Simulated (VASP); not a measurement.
# C (C2/m) in VASP: notebook, part 2 of 2

VASP 6.6.1. The steps go on from the part before.

### 5 Relaxation of cell and atoms, r2SCAN

This run uses another cell than the first one, of 9.15 Å³/atom.

Contents of POSCAR:

```
C
1.0
    2.1273203072     -1.2282824400      0.0000000000
    2.1273203072      1.2282824400      0.0000000000
   -1.3790696309      0.0000000000      3.5028300786
C
2
Direct
    0.1666444700      0.1666444700      0.9999069600
    0.8333555300      0.8333555300      0.0000930400
```

Contents of INCAR.step1:

```
PREC = Accurate ; ENCUT = 600
ISMEAR = -1 ; SIGMA = 0.05
LREAL = False ; LASPH = True
NELM = 100 ; GGA = PE
ALGO = Normal ; EDIFF = 1E-4
LWAVE = True ; LCHARG = False
```

Contents of INCAR.step2:

```
PREC = Accurate ; ENCUT = 600
EDIFF = 1E-6 ; ISMEAR = -1
SIGMA = 0.05 ; LREAL = False
LASPH = True ; NELM = 100
ALGO = Normal ; ISIF = 3
LWAVE = False ; LCHARG = False
METAGGA = R2SCAN ; LMIXTAU = True
IBRION = 2 ; NSW = 60
EDIFFG = -0.01 ; ISTART = 1
```

Contents of KPOINTS:

```
regular mesh
0
Gamma
  13 13 8
```

Potentials or basis: VASP PAW PBE potentials, release 64 (C).

Started as:

```bash
$ cat potpaw_PBE.64/C/POTCAR > POTCAR
$ cp INCAR.step1 INCAR
$ mpirun -np 1 vasp_std > vasp.out
$ cp INCAR.step2 INCAR
$ mpirun -np 1 vasp_std > vasp.out
```

OUTCAR:

```text
PREC = Accurate
   ENCUT = 600
   EDIFF = 1E-6
   ISMEAR = -1
   LREAL = False
   LASPH = True
   NELM = 100
   ISIF = 3
   METAGGA = R2SCAN
   IBRION = 2
   NSW = 60
   EDIFFG = -0.01
   ISTART = 1

 ion  position               nearest neighbor table
   1  0.167  0.167  1.000-   2 1.42   2 1.42   2 1.42
   2  0.833  0.833  0.000-   1 1.42   1 1.42   1 1.42

  LATTYP: Found a base centered monoclinic cell.
 ALAT       =     4.2546406144
 B/A-ratio  =     0.5773848141
 C/A-ratio  =     0.8848045598
 COS(beta)  =    -0.3663329314

  Lattice vectors:

 A1 = (   2.1273203072,  -1.2282824400,   0.0000000000)
 A2 = (   2.1273203072,   1.2282824400,   0.0000000000)
 A3 = (  -1.3790696309,   0.0000000000,   3.5028300786)

[... 252 lines left out ...]
  free energy    TOTEN  =       -19.88407050 eV

  energy without entropy =      -19.88406986  energy(sigma->0) =      -19.88407018

 E-fermi :   4.3766     XC(G=0): -10.8337

 val. band max:        3.8983730328   @ k =  -0.3077   0.3077   0.0000
 cond. band min:       4.8879301046   @ k =  -0.3077   0.3846   0.3750
 fundamental gap:      0.9895570718
 Fermi energy:         4.3765531228

 k-point     1 :       0.0000    0.0000    0.0000
  band No.  band energies     occupation
      1     -16.6223      2.00000
      2      -2.9455      2.00000
      3       1.1103      2.00000
      4       1.1107      2.00000
      5       8.3828      0.00000
      6      13.0570      0.00000
      7      13.0611      0.00000
      8      16.7358      0.00000
[... 243 lines left out ...]
 k-point    24 :       0.4615    0.1538    0.0000
  band No.  band energies     occupation
      1     -12.5019      2.00000
      2      -7.1546      2.00000
      3      -3.8019      2.00000
      4       1.0092      2.00000
      5       8.0201      0.00000
      6      14.4267      0.00000
      7      14.9559      0.00000
      8      18.4907      0.00000

 [... further k-points ...]
[... 5 lines left out ...]
  --------------------------------------------------------------------------------------
  -------------------------------------------------------------------------------------
  Total       -0.0108820     -0.0099786     -0.0153215      0.0000000      0.0000000     -0.0038574
  in kB       -0.9523349     -0.8732776     -1.3408582      0.0000000      0.0000000     -0.3375757
  external PRESSURE =      -1.0554903 kB  Pullay stress =       0.0000000 kB
[... 17 lines left out ...]
  FREE ENERGIE OF THE ION-ELECTRON SYSTEM (eV)
  ---------------------------------------------------
  free  energy   TOTEN  =       -19.8840704971 eV

  energy  without entropy=      -19.8840698639  energy(sigma->0) =      -19.88407018

 reached required accuracy - stopping structural energy minimisation
```

OUTCAR.step1:

```text
PREC = Accurate
   ENCUT = 600
   ISMEAR = -1
   LREAL = False
   LASPH = True
[... 487 lines left out ...]
     -0.66993      0.00000      3.50250        -0.002274      0.000000      0.004063
      3.54550      0.00000      0.00033         0.002274      0.000000     -0.004063
 -----------------------------------------------------------------------------------
    total drift:                               -0.000000      0.000000      0.000000

  FREE ENERGIE OF THE ION-ELECTRON SYSTEM (eV)
  ---------------------------------------------------
  free  energy   TOTEN  =       -18.4392829783 eV

  energy  without entropy=      -18.4392818484  energy(sigma->0) =      -18.43928241
```

It took 4.9 min on 1 thread of Intel Xeon Platinum 8259CL at 2.50GHz (Skylake/Cascade Lake), shared host; peak memory 0.17 GiB.

Results:

* Free energy: -19.8841 eV
* Relaxed volume: 9.15 Å³/atom
* Relaxed cell: a = 2.457 Å, b = 2.457 Å, c = 3.764 Å, α = 108.51°, β = 108.51°, γ = 60.00°
* Space group after relaxing (to 0.1 Å): R-3m (No. 166)
* Energy gained by relaxing: 0.0 meV/atom
* Ionic steps: 3
* Pressure after relaxing: -0.1 GPa
* Largest force after relaxing: 0.003 eV/Å

Forces on the atoms (eV/Å):
```
C    0.003  0.000  0.002
C   -0.003  0.000 -0.002
```

Final structure:
```xyz
2
Lattice="2.1278 -1.2284 -0.0001 2.1278 1.2284 -0.0001 -1.3795 0.0000 3.5022" Properties=species:S:1:pos:R:3 pbc="T T T"
C    -0.6703    0.0000    3.5021
C     3.5463    0.0000   -0.0001
```

Caveat: the PAW data sets were made with another functional, which shifts forces and pressure a little.

### 6 Single point, PBE0

This run uses another cell than the first one, of 8.97 Å³/atom.

Contents of POSCAR:

```
C
1.0
    2.1130425595     -1.2200386853      0.0000000000
    2.1130425595      1.2200386853      0.0000000000
   -1.3698138511      0.0000000000      3.4793204435
C
2
Direct
    0.1666444700      0.1666444700      0.9999069600
    0.8333555300      0.8333555300      0.0000930400
```

Contents of INCAR.step1:

```
PREC = Accurate
ENCUT = 520
EDIFF = 1E-5
ISMEAR = -1
SIGMA = 0.05
LREAL = F
LASPH = T
NELM = 100
ALGO = Normal
ISIF = 2
LWAVE = T
LCHARG = F
GGA = PE
NBANDS = 11
```

Contents of INCAR.step2:

```
PREC = Accurate
ENCUT = 520
EDIFF = 1E-7
ISMEAR = -1
SIGMA = 0.05
LREAL = F
LASPH = T
NELM = 100
ALGO = Normal
ISIF = 2
LWAVE = F
LCHARG = F
GGA = PE
LHFCALC = T
AEXX = 0.25
PRECFOCK = Normal
ISTART = 1
NBANDS = 11
```

Contents of KPOINTS:

```
regular mesh
0
Gamma
  8 8 4
```

Potentials or basis: VASP PAW PBE potentials, release 64 (C).

Started as:

```bash
$ cat potpaw_PBE.64/C/POTCAR > POTCAR
$ cp INCAR.step1 INCAR
$ mpirun -np 1 vasp_std > vasp.out
$ cp INCAR.step2 INCAR
$ mpirun -np 1 vasp_std > vasp.out
```

OUTCAR:

```text
PREC = Accurate
   ENCUT = 520
   EDIFF = 1E-7
   ISMEAR = -1
   LREAL = F
   LASPH = T
   NELM = 100
   ISIF = 2
   GGA = PE
   LHFCALC = T
   AEXX = 0.25
   PRECFOCK = Normal
   ISTART = 1

 ion  position               nearest neighbor table
   1  0.167  0.167  1.000-   2 1.41   2 1.41   2 1.41
   2  0.833  0.833  0.000-   1 1.41   1 1.41   1 1.41

  LATTYP: Found a base centered monoclinic cell.
 ALAT       =     4.2260851190
 B/A-ratio  =     0.5773848141
 C/A-ratio  =     0.8848045598
 COS(beta)  =    -0.3663329314

  Lattice vectors:

 A1 = (   2.1130425595,  -1.2200386853,   0.0000000000)
 A2 = (   2.1130425595,   1.2200386853,   0.0000000000)
 A3 = (  -1.3698138511,   0.0000000000,   3.4793204435)

Analysis of symmetry for initial positions (statically):
=====================================================================
 Subroutine PRICEL returns:
 Original cell was already a primitive cell.

 Routine SETGRP: Setting up the symmetry group for a
 base centered monoclinic supercell.

 Subroutine GETGRP returns: Found  4 space group operations
 (whereof  4 operations were pure point group operations)
 out of a pool of  4 trial point group operations.

The static configuration has the point symmetry C_2h.

Analysis of symmetry for dynamics (positions and initial velocities):
=====================================================================
 Subroutine PRICEL returns:
 Original cell was already a primitive cell.

 Routine SETGRP: Setting up the symmetry group for a
 base centered monoclinic supercell.

 Subroutine GETGRP returns: Found  4 space group operations
 (whereof  4 operations were pure point group operations)
 out of a pool of  4 trial point group operations.

The dynamic configuration has the point symmetry C_2h.

 Subroutine INISYM returns: Found  4 space group operations
 (whereof  4 operations are pure point group operations),
 and found     1 'primitive' translations

----------------------------------------------------------------------------------------

                                     Primitive cell

  volume of cell :      17.9393

  direct lattice vectors                    reciprocal lattice vectors
     2.113042560 -1.220038685  0.000000000     0.236625617 -0.409823070  0.093159872
     2.113042560  1.220038685  0.000000000     0.236625617  0.409823070  0.093159872
    -1.369813851  0.000000000  3.479320443     0.000000000  0.000000000  0.287412446

  length of vectors
     2.439967879  2.439967879  3.739259383     0.482312548  0.482312548  0.287412446

  position of ions in fractional coordinates (direct lattice)
     0.166644470  0.166644470  0.999906960
     0.833355530  0.833355530  0.000093040

  ion indices of the primitive-cell ions
   primitive index   ion index
                 1           1
                 2           2

----------------------------------------------------------------------------------------

 KPOINTS: regular mesh

Automatic generation of k-mesh.
 Grid dimensions read from file:
 generate k-points for:    8    8    4

 Generating k-lattice:

[... 42 lines left out ...]
 [... further k-points ...]
   k-points           NKPTS =     78   k-points in BZ     NKDIM =    256   number of bands    NBANDS=     11
   number of dos      NEDOS =    301   number of ions     NIONS =      2
   total plane-waves  NPLWV =   9072
   dimension x,y,z NGX =    18 NGY =   18 NGZ =   28
   dimension x,y,z NGXF=    36 NGYF=   36 NGZF=   56
   ions per type =               2
   NGX,Y,Z   is equivalent  to a cutoff of  12.26, 12.26, 12.45 a.u.
   NGXF,Y,Z  is equivalent  to a cutoff of  24.53, 24.53, 24.90 a.u.
 SYSTEM =  unknown system
   PREC   = accura    normal or accurate (medium, high low for compatibility)
   ISTART =      1    job   : 0-new  1-cont  2-samecut
   ICHARG =      0    charge: 1-file 2-atom 10-const
   ISPIN  =      1    spin polarized calculation?
   LNONCOLLINEAR =      F non collinear calculations
   LSORBIT =      F    spin-orbit coupling
   LASPH  =      T    aspherical Exc in radial PAW
   ENCUT  =  520.0 eV  38.22 Ry    6.18 a.u.   4.54  4.54  6.95*2*pi/ulx,y,z
   NELM   =    100;   NELMIN=  2; NELMDL=  0     # of ELM steps
   EDIFF  = 0.1E-06   stopping-criterion for ELM
   LREAL  =      F    real-space projection
   EDIFFG = 0.1E-05   stopping-criterion for IOM
   NSW    =      0    number of steps for IOM
   IBRION =     -1    ionic relax: 0-MD 1-quasi-New 2-CG
   NFREE  =      0    steps in history (QN), initial steepest desc. (CG)
   ISIF   =      2    stress and relaxation
   ISYM   =      3    0-nonsym 1-usesym 2-fastsym
   POTIM  = 0.5000    time-step for ionic-motion
   TEBEG  =    0.0;   TEEND  =   0.0 temperature during run
   PSTRESS=    0.0 pullay stress
   NELECT =       8.0000    total number of electrons
   NUPDOWN=      -1.0000    fix difference up-down
   EMIN   =  10.00;   EMAX   =-10.00  energy-range for DOS
   EFERMI =   0.00;   METHOD = LEGACY
   ISMEAR =    -1;   SIGMA  =   0.05  broadening in eV -4-tet -1-fermi 0-gaus
   EFERMI_NEDOS =   21; number of points for ismear=-14 and -15
   IALGO  =     38    algorithm
   IMIX   =      1    mixing-type and parameters
     AMIX     =   0.40;   BMIX     =  1.00
     AMIX_MAG =   1.60;   BMIX_MAG =  1.00
  volume/ion in A,a.u.               =       8.97        60.53
  Fermi-wavevector in a.u.,A,eV,Ry     =   1.250747  2.363569 21.284513  1.564368
  Thomas-Fermi vector in A             =   2.384727
   LORBIT       =      0    0 simple, 1 ext, 2 COOP (PROOUT), +10 PAW based schemes
   GGA     = PE    functional components
   LHFCALC =     T    Hartree Fock is set to
   PRECFOCK=normal    Normal, Fast or Accurate (Low or Medium for compatibility)
   ENCUT4O =  -1.0   cutoff for four orbital integrals eV
   NKREDX  =     1    reduce k-point grid by
   NKREDY  =     1    reduce k-point grid by
   NKREDZ  =     1    reduce k-point grid by
   AEXX    =    0.2500 exact exchange contribution
   HFSCREEN=    0.0000 screening length (either q_TF or 0.3 A-1)
   HFSCREENC=   0.0000 screening length for correlation (either q_TF or 0.3 A-1)
   ENCUTFOCK=  -1.0 apply spherical cutoff to Coloumb kernel
   IVDW    =     0    specifies the selected vdW correction
   LEPSILON=     F    determine dielectric tensor
   LRPA    =     F    only Hartree local field effects (RPA)
 non-spin polarized calculation
  energy-cutoff  :      520.00
  volume of cell :       17.94
 maximum number of plane-waves:       494
  NGX = 14; NGY = 14; NGZ = 24

 number of electron       8.0000000 magnetization

 Free energy of the ion-electron system (eV)
  ---------------------------------------------------
  ext. energy  EPLUGINS =         0.00000000
  ---------------------------------------------------
  free energy    TOTEN  =       -22.23199486 eV

  energy without entropy =      -22.23199486  energy(sigma->0) =      -22.23199486

 E-fermi :   4.1853     XC(G=0):  -7.9984

 val. band max:        3.2002568617   @ k =  -0.3750   0.3750   0.5000
 cond. band min:       5.9195635332   @ k =  -0.3750   0.3750   0.5000
 fundamental gap:      2.7193066715
 Fermi energy:         4.1853049276

 k-point     1 :       0.0000    0.0000    0.0000
  band No.  band energies     occupation
      1     -18.3529      2.00000
      2      -4.0599      2.00000
      3       0.1265      2.00000
      4       0.1302      2.00000
      5       9.0715      0.00000
      6      14.3771      0.00000
      7      14.3801      0.00000
      8      18.3142      0.00000
      9      19.5287      0.00000
     10      28.9979      0.00000
     11      30.6232      0.00000
[... 309 lines left out ...]
 k-point    24 :       0.2500    0.0000    0.2500
  band No.  band energies     occupation
      1     -16.5565      2.00000
      2      -4.7861      2.00000
      3      -3.4077      2.00000
      4      -2.1139      2.00000
      5      13.7152      0.00000
      6      14.0246      0.00000
      7      14.9847      0.00000
      8      19.9706      0.00000
      9      21.5141      0.00000
     10      25.4036      0.00000
     11      28.8792      0.00000

 [... further k-points ...]
[... 5 lines left out ...]
  --------------------------------------------------------------------------------------
  -------------------------------------------------------------------------------------
  Total        0.6430359      0.6360701      0.1711141      0.0000000      0.0000000     -0.0069719
  in kB       57.4300908     56.8079756     15.2823447      0.0000000      0.0000000     -0.6226667
  external PRESSURE =      43.1734704 kB  Pullay stress =       0.0000000 kB

 VOLUME and BASIS-vectors are now :
 -----------------------------------------------------------------------------
  energy-cutoff  :      520.00
  volume of cell :       17.94
      direct lattice vectors                 reciprocal lattice vectors
     2.113042560 -1.220038685  0.000000000     0.236625617 -0.409823070  0.093159872
     2.113042560  1.220038685  0.000000000     0.236625617  0.409823070  0.093159872
    -1.369813851  0.000000000  3.479320443     0.000000000  0.000000000  0.287412446

 POSITION                                       TOTAL-FORCE (eV/Angst)
 -----------------------------------------------------------------------------------
     -0.66543      0.00000      3.47900        -0.004627      0.000000      0.006949
      3.52170      0.00000      0.00032         0.004627      0.000000     -0.006949
 -----------------------------------------------------------------------------------
    total drift:                                0.000000     -0.000000     -0.000000

  FREE ENERGIE OF THE ION-ELECTRON SYSTEM (eV)
  ---------------------------------------------------
  free  energy   TOTEN  =       -22.2319948567 eV

  energy  without entropy=      -22.2319948567  energy(sigma->0) =      -22.23199486
```

OSZICAR.step1:

```text
N       E                     dE             d eps       ncg     rms          rms(c)
DAV:   1     0.201765011978E+01    0.20177E+01   -0.42156E+03  1764   0.653E+02
DAV:   2    -0.192301163709E+02   -0.21248E+02   -0.20413E+02  2224   0.122E+02
DAV:   3    -0.197308115481E+02   -0.50070E+00   -0.49961E+00  2190   0.154E+01
DAV:   4    -0.197329318729E+02   -0.21203E-02   -0.21202E-02  1996   0.120E+00
DAV:   5    -0.197329430645E+02   -0.11192E-04   -0.11192E-04  2216   0.731E-02    0.657E+00
DAV:   6    -0.187325727582E+02    0.10004E+01   -0.83918E-01  1977   0.534E+00    0.383E+00
DAV:   7    -0.184129631550E+02    0.31961E+00   -0.96206E-01  2037   0.576E+00    0.110E+00
DAV:   8    -0.184174507505E+02   -0.44876E-02   -0.24374E-02  1914   0.985E-01    0.134E-01
DAV:   9    -0.184171714494E+02    0.27930E-03   -0.66439E-04  2062   0.164E-01    0.639E-02
DAV:  10    -0.184172575213E+02   -0.86072E-04   -0.19214E-04  1940   0.951E-02    0.318E-02
DAV:  11    -0.184172576966E+02   -0.17525E-06   -0.89205E-06  2077   0.174E-02
   1 F= -.18417258E+02 E0= -.18417258E+02  d E =-.257323E-08
```

Wall time 21 min (1 thread of AMD EPYC 7R43 (Zen 3), shared host); peak memory 0.11 GiB.

Results:

- Free energy: -22.2320 eV
- Pressure: 4.3 GPa
- Largest force: 0.008 eV/Å

Forces on the atoms (eV/Å):
```
C   -0.005  0.000  0.007
C    0.005  0.000 -0.007
```

Caveat: the k points lie up to 0.45 Å⁻¹ apart; this functional lacks dispersion, which binds the layers, so the pressure and a relaxed spacing across them are unreliable; the PAW data sets were made with another functional, which shifts forces and pressure a little.

### 7 Summary

```tsv
task	level	cell	k mesh	cutoff (eV)	grid for exact exchange (PRECFOCK)	share of exact exchange	pressure (GPa)	relaxed volume (Å³/atom)	largest force (eV/Å)
single point	PBE0	a = 2.406, b = 2.406, c = 3.688 Å, angles 108.5, 108.5, 60.0°, 2 atoms	8 × 8 × 4	520	Normal	0.25	17.6	-	0.01
single point	PBE0	a = 2.423, b = 2.423, c = 3.714 Å, angles 108.5, 108.5, 60.0°, 2 atoms	8 × 8 × 4	520	Normal	0.25	10.6	-	0.01
relaxation of cell and atoms	revPBE	relaxed from a = 2.456, b = 2.456, c = 3.765 Å, angles 108.5, 108.5, 60.0°, 2 atoms	13 × 13 × 8	600	-	-	0.0	11.27	0.01
relaxation of cell and atoms	r2SCAN	relaxed from a = 2.456, b = 2.456, c = 3.765 Å, angles 108.5, 108.5, 60.0°, 2 atoms	13 × 13 × 8	600	-	-	-0.1	9.15	-
single point	PBE0	a = 2.440, b = 2.440, c = 3.739 Å, angles 108.5, 108.5, 60.0°, 2 atoms	8 × 8 × 4	520	Normal	0.25	4.3	-	0.01
```

Alike in all rows: potentials or basis VASP PAW PBE potentials, release 64 (C); no spin polarisation; smearing fermi-dirac 0.05 eV.

Caveats: some runs use coarse meshes; the PAW data sets were made with another functional, which shifts forces and pressure a little; this functional lacks dispersion, which binds the layers, so the pressure and a relaxed spacing across them are unreliable (at least some runs); the volume moved by over 15 % at a fixed basis, so the end points are rough (at least some runs).

Total energies depend on the potentials used, so only differences within one code and one set of settings carry meaning.
